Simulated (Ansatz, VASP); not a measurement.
**TiN: VASP beside Ansatz**

```xyz
2
Lattice="0.0000 2.1162 2.1162 2.1162 0.0000 2.1162 2.1162 2.1162 0.0000" Properties=species:S:1:pos:R:3 pbc="T T T"
Ti    0.0000    0.0000    0.0000
N     2.1162    2.1162    2.1162
```

Alike in both runs: functional r2SCAN; k mesh 18 × 18 × 18; occupations gaussian, width 0.1 eV; no spin polarisation.

Ansatz relaxed the structure, and its values are those at the end. VASP's run is a single point on that final structure, the one shown.

```csv
,VASP,Ansatz
version,VASP 6.6.1,Ansatz 0.2.0
potentials or method,"VASP PAW PBE potentials, release 64 (Ti_sv, N_h), cutoff 1460 eV","scalar-relativistic, plane waves, PAW"
valence electrons in the cell,17,17
```

```csv
,VASP,Ansatz,Ansatz less VASP
gap on the k mesh at the Fermi level (eV),none,none,-
pressure (GPa),1.4,0.0,-1.43
```

VASP's potentials were made for PBE, not for r2SCAN. A gap of «none» marks a metal or a gap that the smearing closes. The functional is the same, so the differences come from potentials, cutoffs and numerics.
